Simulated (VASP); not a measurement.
## YbScSi: single point with r2SCAN

The system is YbScSi.

```xyz
6
Lattice="0.0000 4.1588 0.0000 4.1588 0.0000 0.0000 2.0794 2.0794 -7.6042" Properties=species:S:1:pos:R:3 pbc="T T T"
Sc    0.0000    2.0794    0.0000
Sc    2.0794    0.0000    0.0000
Si    2.0794    2.0794   -5.7792
Si    4.1588    4.1588   -1.8250
Yb    2.0794    2.0794   -2.6630
Yb    4.1588    4.1588   -4.9412
```

| Quantity | Value |
| --- | --- |
| Program | VASP 6.6.1 |
| Task | single point |
| Functional | r2SCAN |
| Potentials or basis | VASP PAW PBE potentials, release 64 (Sc_sv, Si, Yb) |
| Cutoff | 520 eV |
| k mesh | 6 × 6 × 6 |
| Occupations | methfessel-paxton, width 0.0878 eV |
| Spin | no spin polarisation |

* Pressure: 4.9 GPa
* Largest force: 1.044 eV/Å
* Band gap on the k mesh: zero (bands 39 and 40 overlap by 0.19 eV)

Forces in eV/Å, atoms in the order of the input:
```
Sc   0.000  0.000  0.000
Sc   0.000  0.000  0.000
Si   0.000  0.000  1.044
Si   0.000  0.000 -1.044
Yb   0.000  0.000 -0.140
Yb   0.000  0.000  0.140
```

Stress tensor (GPa, compression positive):
```
5.14 0.00 0.00
0.00 5.14 0.00
0.00 0.00 4.54
```

Levels at points of the mesh, in eV from the Fermi level:
```
           k point  band 36  band 37  band 38  band 39  band 40  band 41  band 42  band 43
(0.00, 0.00, 0.00)    -0.15    -0.08     0.04     0.18     0.18     0.38     0.76     0.78
(0.50, 0.00, 0.00)    -0.15    -0.12    -0.10    -0.10     0.57     1.04     1.18     1.34
(0.50, 0.50, 0.00)    -0.19    -0.17    -0.16    -0.11    -0.01     0.16     0.70     0.99
(0.00, 0.00, 0.50)    -0.18    -0.12    -0.12     0.09     0.29     0.29     1.14     1.94
```

It took 15 min on 1 thread of Intel(R) Xeon(R) 6975P-C (Granite Rapids), with other jobs on the host, peak memory 0.39 GiB.

Caveat: the cell stands under pressure; the PAW data sets were made with another functional, which shifts forces and pressure a little; spin-orbit coupling is left out, which moves the levels of the heavy elements. Spin polarisation is off, so any magnetic state and its effect on volume and gap are missing.
